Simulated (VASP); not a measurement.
# Zn2Cu3Ge2S8 (a cell with a defect) in VASP: a series of runs

The runs below take Zn2Cu3Ge2S8 (a cell with a defect) through single point, with PBE.

Everything below comes from runs of VASP 6.6.1. Logs are shortened: lines on timing, memory, paths and dates and some standing lists are left out, and cuts for length are marked.

### Step 1. The cell of the first run

The cell holds a defect, 15 atoms: a = 5.321 Å, b = 5.321 Å, c = 10.698 Å, α = 90.00°, β = 90.00°, γ = 90.00°.

### Step 2. Single point, PBE

File INCAR:

```
  PREC = Accurate
  ENCUT = 520
  EDIFF = 1E-7
  ISMEAR = -1
  SIGMA = 0.002
  LREAL = Auto
  LASPH = True
  NELM = 100
  ALGO = Normal
  ISIF = 2
  LWAVE = False
  LCHARG = False
  GGA = PE
  NBANDS = 80
```

File KPOINTS:

```
regular mesh
0
Gamma
  2 2 1
```

File POSCAR:

```
Zn2Cu3Ge2S8
1.0
    5.3212770000      0.0000000000      0.0000000000
    0.0000000000      5.3212770000      0.0000000000
    0.0000000000      0.0000000000     10.6975710000
Zn Cu Ge S
2 3 2 8
Direct
   -0.0004322271      0.0173078755     -0.0099555310
    0.4924757723      0.5397200710      0.4945889118
   -0.0394078339      0.4723678170      0.2442891008
    0.0102794874      0.4713906079      0.7599108246
    0.4761075208      0.0088700513      0.7422713063
   -0.0066337460      0.0075169926      0.4942430389
    0.4828728142      0.5179583773      0.0030661166
    0.2357328889      0.2410887462      0.6238519006
    0.2421223327      0.8019315664      0.3639891710
    0.2264869880      0.2835597545      0.1017988102
    0.7041542848      0.2310723535      0.3912850871
    0.7579195746      0.7451782721      0.1083423517
    0.7171774745      0.2616853060      0.8686083972
    0.7927420429      0.7473957849      0.6274228047
    0.2539240111      0.7492374481      0.8570824162
```

Potentials or basis: VASP PAW PBE potentials, release 64 (Zn, Cu, Ge_d, S).

Launch:

```console
> cat potpaw_PBE.64/Zn/POTCAR potpaw_PBE.64/Cu/POTCAR potpaw_PBE.64/Ge_d/POTCAR potpaw_PBE.64/S/POTCAR > POTCAR
> mpirun -np 1 vasp_std > vasp.out
```

OUTCAR:

```text
PREC = Accurate
   ENCUT = 520
   EDIFF = 1E-7
   ISMEAR = -1
   LREAL = Auto
   LASPH = True
   NELM = 100
   ISIF = 2
   GGA = PE

 ion  position               nearest neighbor table
   1  1.000  0.017  0.990-  10 2.21  12 2.31  13 2.37  15 2.43
   2  0.492  0.540  0.495-  11 2.28   9 2.38  14 2.41   8 2.51
   3  0.961  0.472  0.244-  10 2.31  12 2.32  11 2.45   9 2.64
   4  0.010  0.471  0.760-  15 2.22  13 2.24   8 2.25  14 2.35
   5  0.476  0.009  0.742-   8 2.18  15 2.19  13 2.30  14 2.51
   6  0.993  0.008  0.494-   9 2.21  11 2.24  14 2.26   8 2.27
   7  0.483  0.518  0.003-  10 2.13  12 2.21  15 2.33  13 2.34
   8  0.236  0.241  0.624-   5 2.18   4 2.25   6 2.27   2 2.51
   9  0.242  0.802  0.364-   6 2.21   2 2.38   3 2.64
  10  0.226  0.284  0.102-   7 2.13   1 2.21   3 2.31
  11  0.704  0.231  0.391-   6 2.24   2 2.28   3 2.45
  12  0.758  0.745  0.108-   7 2.21   1 2.31   3 2.32
  13  0.717  0.262  0.869-   4 2.24   5 2.30   7 2.34   1 2.37
  14  0.793  0.747  0.627-   6 2.26   4 2.35   2 2.41   5 2.51
  15  0.254  0.749  0.857-   5 2.19   4 2.22   7 2.33   1 2.43

  LATTYP: Found a simple tetragonal cell.
 ALAT       =     5.3212770000
 C/A-ratio  =     2.0103390596

  Lattice vectors:

 A1 = (   5.3212770000,   0.0000000000,   0.0000000000)
 A2 = (   0.0000000000,   5.3212770000,   0.0000000000)
 A3 = (   0.0000000000,   0.0000000000,  10.6975710000)

Analysis of symmetry for initial positions (statically):
=====================================================================
 Subroutine PRICEL returns:
 Original cell was already a primitive cell.

 Routine SETGRP: Setting up the symmetry group for a
 simple tetragonal supercell.

 Subroutine GETGRP returns: Found  1 space group operations
 (whereof  1 operations were pure point group operations)
 out of a pool of 16 trial point group operations.

The static configuration has the point symmetry C_1 .

Analysis of symmetry for dynamics (positions and initial velocities):
=====================================================================
 Subroutine PRICEL returns:
 Original cell was already a primitive cell.

 Routine SETGRP: Setting up the symmetry group for a
 simple tetragonal supercell.

 Subroutine GETGRP returns: Found  1 space group operations
 (whereof  1 operations were pure point group operations)
 out of a pool of 16 trial point group operations.

The dynamic configuration has the point symmetry C_1 .

 Subroutine INISYM returns: Found  1 space group operations
 (whereof  1 operations are pure point group operations),
 and found     1 'primitive' translations

----------------------------------------------------------------------------------------

                                     Primitive cell

  volume of cell :     302.9123

  direct lattice vectors                    reciprocal lattice vectors
     5.321277000  0.000000000  0.000000000     0.187924816  0.000000000  0.000000000
     0.000000000  5.321277000  0.000000000     0.000000000  0.187924816  0.000000000
     0.000000000  0.000000000 10.697571000     0.000000000  0.000000000  0.093479165

  length of vectors
     5.321277000  5.321277000 10.697571000     0.187924816  0.187924816  0.093479165

  position of ions in fractional coordinates (direct lattice)
     0.999567773  0.017307876  0.990044469
     0.492475772  0.539720071  0.494588912
     0.960592166  0.472367817  0.244289101
     0.010279487  0.471390608  0.759910825
     0.476107521  0.008870051  0.742271306
     0.993366254  0.007516993  0.494243039
     0.482872814  0.517958377  0.003066117
     0.235732889  0.241088746  0.623851901
     0.242122333  0.801931566  0.363989171
     0.226486988  0.283559754  0.101798810
     0.704154285  0.231072353  0.391285087
     0.757919575  0.745178272  0.108342352
     0.717177474  0.261685306  0.868608397
     0.792742043  0.747395785  0.627422805
     0.253924011  0.749237448  0.857082416

  ion indices of the primitive-cell ions
   primitive index   ion index
                 1           1
                 2           2
                 3           3
                 4           4
                 5           5
                 6           6
                 7           7
                 8           8
                 9           9
                10          10
                11          11
                12          12
                13          13
                14          14
                15          15

----------------------------------------------------------------------------------------

 KPOINTS: regular mesh

Automatic generation of k-mesh.
 Grid dimensions read from file:
 generate k-points for:    2    2    1

 Generating k-lattice:

  Cartesian coordinates                     Fractional coordinates (reciprocal lattice)
     0.093962408  0.000000000  0.000000000     0.500000000  0.000000000  0.000000000
     0.000000000  0.093962408  0.000000000     0.000000000  0.500000000  0.000000000
[... 59 lines left out ...]
  Fermi-wavevector in a.u.,A,eV,Ry     =   1.244285  2.351357 21.065142  1.548244
  Thomas-Fermi vector in A             =   2.378558
   LORBIT       =      0    0 simple, 1 ext, 2 COOP (PROOUT), +10 PAW based schemes
   GGA     = PE    functional components
   LHFCALC =     F    Hartree Fock is set to
   AEXX    =    0.0000 exact exchange contribution
   IVDW    =     0    specifies the selected vdW correction
   LEPSILON=     F    determine dielectric tensor
   LRPA    =     F    only Hartree local field effects (RPA)
 non-spin polarized calculation
  energy-cutoff  :      520.00
  volume of cell :      302.91
 maximum number of plane-waves:      8160
 NGX is ok and might be reduce to    40
   NGX = 19   NGY = 19   NGZ = 39

 number of electron     133.0000027 magnetization

 Free energy of the ion-electron system (eV)
  ---------------------------------------------------
  ext. energy  EPLUGINS =         0.00000000
  ---------------------------------------------------
  free energy    TOTEN  =       -60.57071991 eV

  energy without entropy =      -60.57071991  energy(sigma->0) =      -60.57071991

 E-fermi :   3.6379     XC(G=0):  -9.5746

 val. band max:        3.5894292693   @ k =   0.5000   0.5000   0.0000
 cond. band min:       3.6840815260   @ k =   0.0000   0.0000   0.0000
 fundamental gap:      0.0946522567
 Fermi energy:         3.6378589197

 k-point     1 :       0.0000    0.0000    0.0000
  band No.  band energies     occupation
      1     -21.6742      2.00000
      2     -21.6604      2.00000
      3     -21.6454      2.00000
      4     -21.6249      2.00000
      5     -21.5897      2.00000
      6     -21.5406      2.00000
[... 70 lines left out ...]
     77       8.1743      0.00000
     78       8.2024      0.00000

 k-point     2 :       0.5000    0.0000    0.0000
  band No.  band energies     occupation
      1     -21.6742      2.00000
      2     -21.6605      2.00000
      3     -21.6455      2.00000
      4     -21.6249      2.00000
      5     -21.5895      2.00000
      6     -21.5406      2.00000
[... 70 lines left out ...]
     77       8.6156      0.00000
     78       9.0215      0.00000

 k-point     3 :       0.0000    0.5000    0.0000
  band No.  band energies     occupation
      1     -21.6743      2.00000
      2     -21.6604      2.00000
      3     -21.6455      2.00000
      4     -21.6249      2.00000
      5     -21.5896      2.00000
      6     -21.5406      2.00000
[... 70 lines left out ...]
     77       8.5973      0.00000
     78       8.8330      0.00000

 k-point     4 :       0.5000    0.5000    0.0000
  band No.  band energies     occupation
      1     -21.6743      2.00000
      2     -21.6605      2.00000
      3     -21.6455      2.00000
      4     -21.6249      2.00000
      5     -21.5894      2.00000
      6     -21.5407      2.00000
[... 70 lines left out ...]
     77       8.8915      0.00000
     78       8.9587      0.00000
 [bands above 78 left out]

------------------------ aborting loop because EDIFF is reached ----------------------------------------

  FORCE on cell =-STRESS in cart. coord.  units (eV):
  Direction    XX          YY          ZZ          XY          YZ          ZX
  --------------------------------------------------------------------------------------
  -------------------------------------------------------------------------------------
  Total        1.2807726      1.9331826      4.4004471      1.2584580      0.1496014      0.2000424
  in kB        6.7743201     10.2250763     23.2750422      6.6562923      0.7912782      1.0580731
  external PRESSURE =      13.4248129 kB  Pullay stress =       0.0000000 kB

 VOLUME and BASIS-vectors are now :
 -----------------------------------------------------------------------------
  energy-cutoff  :      520.00
  volume of cell :      302.91
      direct lattice vectors                 reciprocal lattice vectors
     5.321277000  0.000000000  0.000000000     0.187924816  0.000000000  0.000000000
     0.000000000  5.321277000  0.000000000     0.000000000  0.187924816  0.000000000
     0.000000000  0.000000000 10.697571000     0.000000000  0.000000000  0.093479165

 POSITION                                       TOTAL-FORCE (eV/Angst)
 -----------------------------------------------------------------------------------
      5.31898      0.09210     10.59107        -0.361619     -0.519192     -0.787965
      2.62060      2.87200      5.29090        -0.219866      0.248151      0.250987
      5.11158      2.51360      2.61330        -0.069100      0.205114      0.444450
      0.05470      2.50840      8.12920        -0.248501      0.090034     -0.294981
      2.53350      0.04720      7.94050         0.843576     -0.189259     -0.160528
      5.28598      0.04000      5.28720        -0.125465      0.061461     -0.026179
      2.56950      2.75620      0.03280         0.783101      0.595623     -1.400115
      1.25440      1.28290      6.67370         0.071795      0.650355     -0.249710
      1.28840      4.26730      3.89380        -0.145494     -0.752100     -0.084447
      1.20520      1.50890      1.08900         0.043780     -0.376923      1.774650
      3.74700      1.22960      4.18580         0.995602      0.042445     -1.249095
      4.03310      3.96530      1.15900        -0.511647     -0.128389      0.743266
      3.81630      1.39250      9.29200        -0.073398     -0.087492     -0.058889
      4.21840      3.97710      6.71190        -1.056913      0.257658      0.234787
      1.35120      3.98690      9.16870         0.074149     -0.097487      0.863769
 -----------------------------------------------------------------------------------
    total drift:                               -0.002640     -0.000488      0.001254

  FREE ENERGIE OF THE ION-ELECTRON SYSTEM (eV)
  ---------------------------------------------------
  free  energy   TOTEN  =       -60.5707199113 eV

  energy  without entropy=      -60.5707199113  energy(sigma->0) =      -60.57071991
```

Wall time 2.7 min (1 thread of AMD EPYC 9R14 (Zen 4), shared host); peak memory 0.35 GiB.

Results:

```
Free energy            : -60.5707 eV
Pressure               : 1.3 GPa
Largest force          : 1.815 eV/Å
Band gap on the k mesh : zero (an odd number of electrons rules out a gap without spin polarisation)
```

Forces in eV/Å, atoms in the order of the input:
```
Zn  -0.362 -0.519 -0.788
Zn  -0.220  0.248  0.251
Cu  -0.069  0.205  0.444
Cu  -0.249  0.090 -0.295
Cu   0.844 -0.189 -0.161
Ge  -0.125  0.061 -0.026
Ge   0.783  0.596 -1.400
S    0.072  0.650 -0.250
S   -0.145 -0.752 -0.084
S    0.044 -0.377  1.775
S    0.996  0.042 -1.249
S   -0.512 -0.128  0.743
S   -0.073 -0.087 -0.059
S   -1.057  0.258  0.235
S    0.074 -0.097  0.864
```

Caveat: the k points lie up to 0.59 Å⁻¹ apart, too coarse for converged energies and pressures of a metal.

### Step 3. Single point, PBE

File INCAR:

```
SYSTEM = Zn2Cu3Ge2S8
PREC = Accurate ; ENCUT = 520
EDIFF = 1E-6 ; ISMEAR = -1
SIGMA = 0.002 ; LREAL = Auto
LASPH = .TRUE. ; NELM = 60
ALGO = Normal ; ISIF = 2
LWAVE = .FALSE. ; LCHARG = .FALSE.
GGA = PE ; NBANDS = 80
```

File KPOINTS:

```
Automatic mesh
0
G
  2 2 1
  0 0 0
```

File POSCAR:

```
Zn2Cu3Ge2S8
1.0
    5.3212770000      0.0000000000      0.0000000000
    0.0000000000      5.3212770000      0.0000000000
    0.0000000000      0.0000000000     10.6975710000
Zn Cu Ge S
2 3 2 8
Direct
    0.0132111146      0.0126285476     -0.0186864850
    0.5044841680      0.6062078708      0.4869610120
   -0.0764854000      0.4381655005      0.2424943008
    0.0214234290      0.4984141964      0.7523670560
    0.4791331103      0.0662059126      0.7275857295
    0.0107492995      0.0248436606      0.4853999099
    0.5277304677      0.5088628162     -0.0060387540
    0.2774709905      0.3110343626      0.5938824804
    0.2019252146      0.7778396050      0.3765901624
    0.2621363255      0.3001535158      0.1340771657
    0.7059395705      0.1962686776      0.3591656461
    0.7340155380      0.7572806302      0.1183165786
    0.7505341293      0.2477976621      0.8508099642
    0.7753402050      0.8120043366      0.6258617026
    0.2907948600      0.7695709131      0.8520719330
```

Potentials or basis: VASP PAW PBE potentials, release 64 (Zn, Cu, Ge_d, S).

Launch:

```console
> cat potpaw_PBE.64/Zn/POTCAR potpaw_PBE.64/Cu/POTCAR potpaw_PBE.64/Ge_d/POTCAR potpaw_PBE.64/S/POTCAR > POTCAR
> mpirun -np 1 vasp_std > vasp.out
```

Wall time 4.4 min (1 thread of AMD EPYC 9R14 (Zen 4), shared host); peak memory 0.36 GiB.

The run converged. Its results:

```yaml
Free_energy: -59.6302 eV
Pressure: 1.0 GPa
Largest_force: 3.162 eV/Å
Band_gap_on_the_k_mesh: zero (an odd number of electrons rules out a gap without spin polarisation)
```

Forces on the atoms (eV/Å):
```
Zn   0.352 -0.171  0.820
Zn   1.001 -0.523  0.003
Cu   0.368  0.792 -0.601
Cu   0.234  0.247 -0.547
Cu   0.005 -0.466 -0.411
Ge  -1.527  2.527  1.079
Ge  -0.966 -0.080 -0.168
S   -1.417 -0.931  0.942
S    1.009 -1.536 -2.573
S    0.054 -0.588 -1.340
S    0.366  0.363  0.855
S    0.784  0.397 -0.022
S    0.155  1.026  1.024
S   -0.017 -0.639  0.271
S   -0.400 -0.418  0.669
```

Stress tensor (GPa, compression positive):
```
 0.74 -0.28 -0.40
-0.28  0.83  0.44
-0.40  0.44  1.29
```

Levels at points of the mesh, in eV from the Fermi level:
```csv
k point,band 65,band 66,band 67,band 68,band 69,band 70
"(0.00, 0.00, 0.00)",-0.04,0.00,0.11,1.01,1.71,2.34
"(0.50, 0.00, 0.00)",-0.60,-0.43,-0.21,1.73,2.33,3.32
"(0.00, 0.50, 0.00)",-0.61,-0.41,-0.34,1.69,2.42,3.30
"(0.50, 0.50, 0.00)",-0.19,-0.09,0.00,1.08,1.42,2.70
```

Caveat: the k points lie up to 0.59 Å⁻¹ apart, too coarse for converged energies and pressures of a metal. With open d or f shells a metallic result of PBE can be an artefact of self-interaction; +U or a hybrid may open a gap.

### Step 4. Single point, PBE

File INCAR:

```
PREC = Accurate ; ENCUT = 520
EDIFF = 1E-6 ; ISMEAR = -1
SIGMA = 0.002 ; LREAL = Auto
LASPH = True ; NELM = 60
ALGO = Normal ; ISIF = 2
LWAVE = False ; LCHARG = False
GGA = PE ; NBANDS = 80
```

File KPOINTS:

```
Automatic mesh
0
Gamma
  2 2 1
```

File POSCAR:

```
Zn2Cu3Ge2S8
1.0
    5.3212770000      0.0000000000      0.0000000000
    0.0000000000      5.3212770000      0.0000000000
    0.0000000000      0.0000000000     10.6975710000
Zn Cu Ge S
2 3 2 8
Direct
    0.0762223053      0.0219308260      0.0021500208
    0.5503378230      0.5949511743      0.4781552747
   -0.0582754854      0.4625769341      0.2178905847
    0.0289967991      0.5338568167      0.7413645584
    0.5111367065      0.0257644922      0.7164804048
    0.0273054757      0.0583130703      0.4937008598
    0.5329359851      0.5388180318     -0.0145266622
    0.2852510779      0.2777340853      0.6188788090
    0.1868724368      0.7488428060      0.3747112312
    0.3229675884      0.2993830240      0.1108849850
    0.7339027831      0.2336845084      0.3700653167
    0.7856760699      0.7910131346      0.1164843870
    0.7833833871      0.2804965801      0.8825835323
    0.7957864250      0.7775201329      0.6177664070
    0.3024086136      0.7745509208      0.8597185286
```

Launch:

```console
> cat potpaw_PBE.64/Zn/POTCAR potpaw_PBE.64/Cu/POTCAR potpaw_PBE.64/Ge_d/POTCAR potpaw_PBE.64/S/POTCAR > POTCAR
> mpirun -np 1 vasp_std > vasp.out
```

Run time: 3.7 min. Hardware: 1 thread of AMD EPYC 9R14 (Zen 4), shared host; peak memory 0.35 GiB.

It converged, with:

```
Free energy            : -60.1842 eV
Pressure               : 1.0 GPa
Largest force          : 1.600 eV/Å
Band gap on the k mesh : zero (an odd number of electrons rules out a gap without spin polarisation)
```

Forces in eV/Å, atoms in the order of the input:
```
Zn  -0.380  0.055 -0.049
Zn  -0.884 -0.791 -0.867
Cu   0.558 -0.032  0.401
Cu   0.028 -0.498  0.333
Cu   0.867 -0.754  1.054
Ge  -0.103 -0.748 -0.570
Ge   1.234  0.725  0.715
S   -0.754  1.138 -0.388
S    0.921  0.254  0.048
S   -0.834 -0.369  1.262
S    0.199  0.485 -0.128
S   -0.783 -0.523 -0.458
S    0.225 -0.136 -1.489
S    0.139  0.920  0.770
S   -0.432  0.274 -0.635
```

Stress tensor (GPa, compression positive):
```
 0.34 -0.49  0.26
-0.49  0.56 -0.92
 0.26 -0.92  2.17
```

Levels at points of the mesh, in eV from the Fermi level:
```tsv
k point	band 63	band 64	band 65	band 66	band 67	band 68	band 69	band 70	band 71	band 72
(0.00, 0.00, 0.00)	-0.65	-0.50	-0.28	0.00	0.18	1.24	1.87	2.36	2.58	2.65
(0.50, 0.00, 0.00)	-0.79	-0.74	-0.54	-0.37	-0.22	2.20	2.57	3.33	3.79	3.93
(0.00, 0.50, 0.00)	-0.76	-0.71	-0.53	-0.45	-0.37	2.17	2.60	3.39	3.70	3.95
(0.50, 0.50, 0.00)	-0.42	-0.36	-0.28	-0.04	0.00	1.34	1.49	2.74	2.88	3.49
```

Caveat: the k points lie up to 0.59 Å⁻¹ apart, too coarse for converged energies and pressures of a metal. With open d or f shells a metallic result of PBE can be an artefact of self-interaction; +U or a hybrid may open a gap.

### Step 5. Overview

| cell | gap on the mesh (eV) | pressure (GPa) | largest force (eV/Å) |
| --- | --- | --- | --- |
| as given, atomic positions A | none | 1.3 | 1.81 |
| as given, atomic positions B | none | 1.0 | 3.16 |
| as given, atomic positions C | none | 1.0 | 1.60 |

Alike in all rows: task single point; level PBE; potentials or basis VASP PAW PBE potentials, release 64 (Zn, Cu, Ge_d, S); no spin polarisation; k mesh 2 × 2 × 1; cutoff (eV) 520; smearing fermi-dirac 0.002 eV.

Caveats: all runs use coarse meshes.

Total energies depend on the potentials used, so only differences within one code and one set of settings carry meaning.
